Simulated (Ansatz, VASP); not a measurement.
**ZnS in VASP and in Ansatz**

INCAR

```
SYSTEM = ZnS
PREC = Accurate ; ENCUT = 520
EDIFF = 1E-8 ; ISMEAR = -1
SIGMA = 0.02 ; LREAL = Auto
LASPH = .True. ; NELM = 60
ALGO = Normal ; ISIF = 2
LWAVE = .False. ; LCHARG = .False.
GGA = PE ; LEFG = .True.
NBANDS = 86
```

The input KPOINTS:

```
regular mesh
0
Gamma
  8 8 2
  0 0 0
```

The input POSCAR:

```
ZnS
1.0
    3.8177296488      0.0000000000      0.0000000000
   -1.9088648244      3.3062508606      0.0000000000
    0.0000000000      0.0000000000     24.9987122991
Zn S
8 8
Direct
    0.3333333333      0.6666666667      0.1251184100
    0.0000000000      0.0000000000      0.0001589700
    0.6666666667      0.3333333333      0.6250474700
    0.6666666667      0.3333333333      0.8751387000
    0.0000000000      0.0000000000      0.7500222700
    0.3333333333      0.6666666667      0.5000781600
    0.0000000000      0.0000000000      0.3750879400
    0.6666666667      0.3333333333      0.2501284900
    0.6666666667      0.3333333333      0.3437219900
    0.6666666667      0.3333333333      0.7185811600
    0.3333333333      0.6666666667      0.2187340500
    0.0000000000      0.0000000000      0.8436723900
    0.6666666667      0.3333333333      0.9688127500
    0.0000000000      0.0000000000      0.0937260600
    0.3333333333      0.6666666667      0.5936859800
    0.0000000000      0.0000000000      0.4686862100
```

Input for Ansatz:

```yaml
crystal:
  lattice:
    - [3.8177296488, 0.0, 0.0]
    - [-1.9088648244, 3.3062508606, 0.0]
    - [0.0, 0.0, 24.9987122991]
  atoms:
    - { symbol: Zn, position: [0.3333333333, 0.6666666667, 0.12511841] }
    - { symbol: Zn, position: [0.0, 0.0, 0.00015897] }
    - { symbol: Zn, position: [0.6666666667, 0.3333333333, 0.62504747] }
    - { symbol: Zn, position: [0.6666666667, 0.3333333333, 0.8751387] }
    - { symbol: Zn, position: [0.0, 0.0, 0.75002227] }
    - { symbol: Zn, position: [0.3333333333, 0.6666666667, 0.50007816] }
    - { symbol: Zn, position: [0.0, 0.0, 0.37508794] }
    - { symbol: Zn, position: [0.6666666667, 0.3333333333, 0.25012849] }
    - { symbol: S, position: [0.6666666667, 0.3333333333, 0.34372199] }
    - { symbol: S, position: [0.6666666667, 0.3333333333, 0.71858116] }
    - { symbol: S, position: [0.3333333333, 0.6666666667, 0.21873405] }
    - { symbol: S, position: [0.0, 0.0, 0.84367239] }
    - { symbol: S, position: [0.6666666667, 0.3333333333, 0.96881275] }
    - { symbol: S, position: [0.0, 0.0, 0.09372606] }
    - { symbol: S, position: [0.3333333333, 0.6666666667, 0.59368598] }
    - { symbol: S, position: [0.0, 0.0, 0.46868621] }
kpoints:
  mp_grid: { grid: [8, 8, 2] }
scf:
  occupations: { method: fermi_dirac, width: 0.02 }
hamiltonian:
  xc: pbe
  pseudopotentials: { kind: paw, frozen_core: stored }
output:
  forces: true
  stress: true
  populations: true
  efg: { quadrupole_moments_barn: { Zn: 0.122, S: -0.0694 } }
```

Change from the starting cell: volume scaled by 1.01.

Alike in both runs: task electric field gradients; functional PBE; k mesh 8 × 8 × 2; occupations fermi-dirac, width 0.02 eV; no spin polarisation.

```csv
,VASP,Ansatz
version,VASP 6.6.1,Ansatz 0.2.0
potentials or method,"VASP PAW PBE potentials, release 64 (Zn, S)","plane-wave PAW, scalar-relativistic"
plane-wave cutoff (eV),520,420
valence electrons in the cell,144,144
```

Ansatz gave:

* gap on the k mesh at the Fermi level (eV): 2.12
* pressure (GPa): 1.6
* traceless stress, the component that is largest in VASP (GPa): -0.05
* rms of the force components (eV/Å): 0.004

Problem. Estimate VASP's values.

Solution. gap on the k mesh at the Fermi level (eV): 2.13; pressure (GPa): 1.8; traceless stress, the component that is largest in VASP (GPa): -0.04; rms of the force components (eV/Å): 0.004.

Atom by atom the forces differ by 0.001 eV/Å (rms over components).
